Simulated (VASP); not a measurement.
# SiNi2 (Pnma) in VASP: single point with LDA

Aim: the single point of SiNi2 with LDA.

Everything below comes from runs of VASP 6.6.1. Logs are shortened: lines on timing, memory, paths and dates and some standing lists are left out, and cuts for length are marked.

## Step 1: The cell of the first run

It takes space group Pnma (No. 62, orthorhombic). The conventional cell has a = 4.875 Å, b = 3.662 Å, c = 6.940 Å, α = 90.00°, β = 90.00°, γ = 90.00°. Within 3.3 Å of Si (site symmetry m) lie 11 Ni at 2.27 to 3.25 Å and 4 Si at 3.09 to 3.16 Å. Ni (site symmetry m) has 5 Si at 2.30 to 2.53 Å and 8 Ni at 2.51 to 2.65 Å within 3.0 Å. Within 3.0 Å of Ni (site symmetry m) lie 5 Si at 2.27 to 2.65 Å and 8 Ni at 2.52 to 2.65 Å.

## Step 2: Single point, LDA

Contents of INCAR:

```
PREC = Accurate
ENCUT = 520
EDIFF = 1E-6
ISMEAR = 0
SIGMA = 0.1
LREAL = False
LASPH = True
NELM = 100
ALGO = Fast
ISIF = 2
LWAVE = False
LCHARG = False
NBANDS = 60
```

Contents of KPOINTS:

```
Automatic mesh
0
Gamma
  8 10 6
```

Contents of POSCAR:

```
SiNi2
1.0
    4.8747315126      0.0000000000      0.0000000000
    0.0000000000      3.6623065606      0.0000000000
    0.0000000000      0.0000000000      6.9401871429
Si Ni
4 8
Direct
    0.2912105953      0.7500000000      0.6132714085
    0.7087894047      0.2500000000      0.3867285915
    0.2087894047      0.2500000000      0.1132714085
    0.7912105953      0.7500000000      0.8867285915
    0.9580396618      0.7500000000      0.2074054014
    0.0419603382      0.2500000000      0.7925945986
    0.5419603382      0.2500000000      0.7074054014
    0.4580396618      0.7500000000      0.2925945986
    0.8286094859      0.7500000000      0.5603773307
    0.1713905141      0.2500000000      0.4396226693
    0.6713905141      0.2500000000      0.0603773307
    0.3286094859      0.7500000000      0.9396226693
```

Potentials or basis: VASP PAW LDA potentials, release 64 (Si, Ni).

Command:

```
$ cat potpaw_LDA.64/Si/POTCAR potpaw_LDA.64/Ni/POTCAR > POTCAR
$ mpirun -np 1 vasp_std > vasp.out
```

OUTCAR:

```text
PREC = Accurate
   ENCUT = 520
   EDIFF = 1E-6
   ISMEAR = 0
   LREAL = False
   LASPH = True
   NELM = 100
   ISIF = 2

 ion  position               nearest neighbor table
   1  0.291  0.750  0.613-  10 2.27  10 2.27  12 2.27   9 2.28   7 2.30   7 2.30   8 2.37   6 2.53
                             6 2.53   9 2.65   4 3.09   4 3.09
   2  0.709  0.250  0.387-   9 2.27   9 2.27  11 2.27  10 2.28   8 2.30   8 2.30   7 2.37   5 2.53
                             5 2.53  10 2.65   3 3.09   3 3.09
   3  0.209  0.250  0.113-  12 2.27  12 2.27  10 2.27  11 2.28   5 2.30   5 2.30   6 2.37   8 2.53
                             8 2.53  11 2.65   2 3.09   2 3.09
   4  0.791  0.750  0.887-  11 2.27  11 2.27   9 2.27  12 2.28   6 2.30   6 2.30   5 2.37   7 2.53
                             7 2.53  12 2.65   1 3.09   1 3.09
   5  0.958  0.750  0.207-   3 2.30   3 2.30   4 2.37   8 2.51   8 2.51  11 2.52  11 2.52   2 2.53
                             2 2.53   9 2.53  12 2.59  10 2.65  10 2.65
   6  0.042  0.250  0.793-   4 2.30   4 2.30   3 2.37   7 2.51   7 2.51  12 2.52  12 2.52   1 2.53
                             1 2.53  10 2.53  11 2.59   9 2.65   9 2.65
   7  0.542  0.250  0.707-   1 2.30   1 2.30   2 2.37   6 2.51   6 2.51   9 2.52   9 2.52   4 2.53
                             4 2.53  11 2.53  10 2.59  12 2.65  12 2.65
   8  0.458  0.750  0.293-   2 2.30   2 2.30   1 2.37   5 2.51   5 2.51  10 2.52  10 2.52   3 2.53
                             3 2.53  12 2.53   9 2.59  11 2.65  11 2.65
   9  0.829  0.750  0.560-   2 2.27   2 2.27   4 2.27   1 2.28   7 2.52   7 2.52   5 2.53   8 2.59
                            10 2.62  10 2.62   1 2.65   6 2.65   6 2.65
  10  0.171  0.250  0.440-   1 2.27   1 2.27   3 2.27   2 2.28   8 2.52   8 2.52   6 2.53   7 2.59
                             9 2.62   9 2.62   2 2.65   5 2.65   5 2.65
  11  0.671  0.250  0.060-   4 2.27   4 2.27   2 2.27   3 2.28   5 2.52   5 2.52   7 2.53   6 2.59
                            12 2.62  12 2.62   3 2.65   8 2.65   8 2.65
  12  0.329  0.750  0.940-   3 2.27   3 2.27   1 2.27   4 2.28   6 2.52   6 2.52   8 2.53   5 2.59
                            11 2.62  11 2.62   4 2.65   7 2.65   7 2.65

  LATTYP: Found a simple orthorhombic cell.
 ALAT       =     3.6623065606
 B/A-ratio  =     1.3310550146
 C/A-ratio  =     1.8950317315

  Lattice vectors:

 A1 = (   0.0000000000,  -3.6623065606,   0.0000000000)
 A2 = (   4.8747315126,   0.0000000000,   0.0000000000)
 A3 = (   0.0000000000,   0.0000000000,   6.9401871429)

Analysis of symmetry for initial positions (statically):
=====================================================================
 Subroutine PRICEL returns:
 Original cell was already a primitive cell.

 Routine SETGRP: Setting up the symmetry group for a
 simple orthorhombic supercell.

 Subroutine GETGRP returns: Found  8 space group operations
 (whereof  2 operations were pure point group operations)
 out of a pool of  8 trial point group operations.

The static configuration has the point symmetry S_2 .
 The point group associated with its full space group is D_2h.

Analysis of symmetry for dynamics (positions and initial velocities):
=====================================================================
 Subroutine PRICEL returns:
 Original cell was already a primitive cell.

 Routine SETGRP: Setting up the symmetry group for a
 simple orthorhombic supercell.

 Subroutine GETGRP returns: Found  8 space group operations
 (whereof  2 operations were pure point group operations)
 out of a pool of  8 trial point group operations.

The dynamic configuration has the point symmetry S_2 .
 The point group associated with its full space group is D_2h.

 Subroutine INISYM returns: Found  8 space group operations
 (whereof  2 operations are pure point group operations),
 and found     1 'primitive' translations

----------------------------------------------------------------------------------------

                                     Primitive cell

  volume of cell :     123.9015

  direct lattice vectors                    reciprocal lattice vectors
     4.874731513  0.000000000  0.000000000     0.205139503  0.000000000  0.000000000
     0.000000000  3.662306561  0.000000000     0.000000000  0.273051964  0.000000000
     0.000000000  0.000000000  6.940187143     0.000000000  0.000000000  0.144088334

  length of vectors
     4.874731513  3.662306561  6.940187143     0.205139503  0.273051964  0.144088334

  position of ions in fractional coordinates (direct lattice)
     0.291210595  0.750000000  0.613271408
     0.708789405  0.250000000  0.386728592
     0.208789405  0.250000000  0.113271408
     0.791210595  0.750000000  0.886728592
[... 43 lines left out ...]
     0.000000000  0.000000000  0.000000000

 Subroutine IBZKPT returns following result:
 ===========================================

 Found    120 irreducible k-points:

 Following reciprocal coordinates:
            Coordinates               Weight
  0.000000  0.000000  0.000000      1.000000
  0.125000  0.000000  0.000000      2.000000
  0.250000  0.000000  0.000000      2.000000
  0.375000  0.000000  0.000000      2.000000
  0.500000  0.000000  0.000000      1.000000
  0.000000  0.100000  0.000000      2.000000
[... 16 lines left out ...]
  0.250000  0.400000  0.000000      4.000000
  0.375000  0.400000  0.000000      4.000000
 [... further k-points ...]
   k-points           NKPTS =    120   k-points in BZ     NKDIM =    120   number of bands    NBANDS=     60
   number of dos      NEDOS =    301   number of ions     NIONS =     12
   total plane-waves  NPLWV =  54432
   dimension x,y,z NGX =    36 NGY =   28 NGZ =   54
   dimension x,y,z NGXF=    72 NGYF=   56 NGZF=  108
   ions per type =               4   8
   NGX,Y,Z   is equivalent  to a cutoff of  12.28, 12.71, 12.94 a.u.
   NGXF,Y,Z  is equivalent  to a cutoff of  24.55, 25.42, 25.87 a.u.
 SYSTEM =  unknown system
   PREC   = accura    normal or accurate (medium, high low for compatibility)
   ISTART =      0    job   : 0-new  1-cont  2-samecut
   ICHARG =      2    charge: 1-file 2-atom 10-const
   ISPIN  =      1    spin polarized calculation?
   LNONCOLLINEAR =      F non collinear calculations
   LSORBIT =      F    spin-orbit coupling
   LASPH  =      T    aspherical Exc in radial PAW
   ENCUT  =  520.0 eV  38.22 Ry    6.18 a.u.   9.06  6.81 12.90*2*pi/ulx,y,z
   NELM   =    100;   NELMIN=  2; NELMDL= -5     # of ELM steps
   EDIFF  = 0.1E-05   stopping-criterion for ELM
   LREAL  =      F    real-space projection
   EDIFFG = 0.1E-04   stopping-criterion for IOM
   NSW    =      0    number of steps for IOM
   IBRION =     -1    ionic relax: 0-MD 1-quasi-New 2-CG
   NFREE  =      0    steps in history (QN), initial steepest desc. (CG)
   ISIF   =      2    stress and relaxation
   ISYM   =      2    0-nonsym 1-usesym 2-fastsym
   POTIM  = 0.5000    time-step for ionic-motion
   TEBEG  =    0.0;   TEEND  =   0.0 temperature during run
   PSTRESS=    0.0 pullay stress
   NELECT =      96.0000    total number of electrons
   NUPDOWN=      -1.0000    fix difference up-down
   EMIN   =  10.00;   EMAX   =-10.00  energy-range for DOS
   EFERMI =   0.00;   METHOD = LEGACY
   ISMEAR =     0;   SIGMA  =   0.10  broadening in eV -4-tet -1-fermi 0-gaus
   EFERMI_NEDOS =   21; number of points for ismear=-14 and -15
   IALGO  =     68    algorithm
   IMIX   =      4    mixing-type and parameters
     AMIX     =   0.40;   BMIX     =  1.00
     AMIX_MAG =   1.60;   BMIX_MAG =  1.00
  volume/ion in A,a.u.               =      10.33        69.68
  Fermi-wavevector in a.u.,A,eV,Ry     =   1.503626  2.841440 30.761276  2.260890
  Thomas-Fermi vector in A             =   2.614711
   LORBIT       =      0    0 simple, 1 ext, 2 COOP (PROOUT), +10 PAW based schemes
   GGA     = CA    functional components
   LHFCALC =     F    Hartree Fock is set to
   AEXX    =    0.0000 exact exchange contribution
   IVDW    =     0    specifies the selected vdW correction
   LEPSILON=     F    determine dielectric tensor
   LRPA    =     F    only Hartree local field effects (RPA)
 non-spin polarized calculation
 RMM-DIIS sequential band-by-band and
 Gauss-broadening in eV      SIGMA  =   0.10
  energy-cutoff  :      520.00
  volume of cell :      123.90
 maximum number of plane-waves:      3364
   NGX = 19   NGY = 13   NGZ = 25

 number of electron      95.9999939 magnetization

 Free energy of the ion-electron system (eV)
  ---------------------------------------------------
  ext. energy  EPLUGINS =         0.00000000
  ---------------------------------------------------
  free energy    TOTEN  =       -84.33052126 eV

  energy without entropy =      -84.29980403  energy(sigma->0) =      -84.31516265

 E-fermi :  11.8352     XC(G=0): -13.4825

 val. band max:       11.8336524601   @ k =   0.0000   0.5000   0.3333
 cond. band min:      11.8476261601   @ k =   0.1250   0.0000   0.0000
 fundamental gap:      0.0139736999
 Fermi energy:        11.8352475013

 k-point     1 :       0.0000    0.0000    0.0000
  band No.  band energies     occupation
      1      -1.2402      2.00000
      2       1.4239      2.00000
      3       1.5197      2.00000
      4       3.4905      2.00000
      5       4.9306      2.00000
      6       5.3631      2.00000
[... 1501 lines left out ...]
     59      17.4088      0.00000
     60      18.4949      0.00000

 [... further k-points ...]

------------------------ aborting loop because EDIFF is reached ----------------------------------------

  FORCE on cell =-STRESS in cart. coord.  units (eV):
  Direction    XX          YY          ZZ          XY          YZ          ZX
  --------------------------------------------------------------------------------------
  -------------------------------------------------------------------------------------
  Total        0.2366261      0.3661232      0.2578527      0.0000000      0.0000000      0.0000000
  in kB        3.0598252      4.7343595      3.3343072      0.0000000      0.0000000      0.0000000
  external PRESSURE =       3.7094973 kB  Pullay stress =       0.0000000 kB

 VOLUME and BASIS-vectors are now :
 -----------------------------------------------------------------------------
  energy-cutoff  :      520.00
  volume of cell :      123.90
      direct lattice vectors                 reciprocal lattice vectors
     4.874731513  0.000000000  0.000000000     0.205139503  0.000000000  0.000000000
     0.000000000  3.662306561  0.000000000     0.000000000  0.273051964  0.000000000
     0.000000000  0.000000000  6.940187143     0.000000000  0.000000000  0.144088334

 POSITION                                       TOTAL-FORCE (eV/Angst)
 -----------------------------------------------------------------------------------
      1.41957      2.74673      4.25622        -0.007382     -0.000000      0.004643
      3.45516      0.91558      2.68397         0.007382     -0.000000     -0.004643
      1.01779      0.91558      0.78612         0.007382      0.000000      0.004643
      3.85694      2.74673      6.15406        -0.007382      0.000000     -0.004643
      4.67019      2.74673      1.43943        -0.013223     -0.000000      0.011729
      0.20455      0.91558      5.50075         0.013223      0.000000     -0.011729
      2.64191      0.91558      4.90953         0.013223     -0.000000      0.011729
      2.23282      2.74673      2.03066        -0.013223     -0.000000     -0.011729
      4.03925      2.74673      3.88912        -0.000107      0.000000      0.000855
      0.83548      0.91558      3.05106         0.000107      0.000000     -0.000855
      3.27285      0.91558      0.41903         0.000107     -0.000000      0.000855
      1.60188      2.74673      6.52116        -0.000107     -0.000000     -0.000855
 -----------------------------------------------------------------------------------
    total drift:                                0.000000     -0.000000      0.000000

  FREE ENERGIE OF THE ION-ELECTRON SYSTEM (eV)
  ---------------------------------------------------
  free  energy   TOTEN  =       -84.3305212648 eV

  energy  without entropy=      -84.2998040295  energy(sigma->0) =      -84.31516265
```

Run time: 14 min. Hardware: 1 thread of Intel Xeon 8259CL, shared host; peak memory 0.64 GiB.

Results:

* Free energy: -84.3305 eV
* Pressure: 0.4 GPa
* Largest force: 0.018 eV/Å
* Band gap on the k mesh: zero (bands 48 and 49 overlap by 1.89 eV)

Forces in eV/Å, atoms in the order of the input:
```
Si  -0.007  0.000  0.005
Si   0.007  0.000 -0.005
Si   0.007  0.000  0.005
Si  -0.007  0.000 -0.005
Ni  -0.013  0.000  0.012
Ni   0.013  0.000 -0.012
Ni   0.013  0.000  0.012
Ni  -0.013  0.000 -0.012
Ni   0.000  0.000  0.001
Ni   0.000  0.000 -0.001
Ni   0.000  0.000  0.001
Ni   0.000  0.000 -0.001
```

Levels at points of the mesh, in eV from the Fermi level:
```tsv
k point	band 44	band 45	band 46	band 47	band 48	band 49	band 50	band 51	band 52	band 53
(0.00, 0.00, 0.00)	-1.21	-1.05	-1.02	-0.64	-0.15	0.79	0.99	1.83	2.47	2.57
(0.50, 0.00, 0.00)	-1.16	-1.03	-1.03	1.28	1.28	2.14	2.14	2.91	2.91	3.39
(0.00, 0.50, 0.00)	-1.44	-1.01	-1.01	-1.01	-1.01	0.80	0.80	1.41	1.41	1.98
(0.50, 0.50, 0.00)	-1.49	-0.82	-0.82	-0.82	-0.82	0.01	0.01	0.01	0.01	4.58
(0.00, 0.00, 0.50)	-1.17	-1.12	-1.12	-0.38	-0.38	0.22	0.22	1.46	1.46	3.25
(0.50, 0.00, 0.50)	-1.03	-0.58	-0.58	0.28	0.28	1.95	1.95	1.97	1.97	2.60
(0.00, 0.50, 0.50)	-1.37	-0.96	-0.96	-0.45	-0.45	-0.37	-0.37	1.35	1.35	2.13
(0.50, 0.50, 0.50)	-1.57	-0.76	-0.76	-0.76	-0.76	0.52	0.52	0.52	0.52	2.80
```
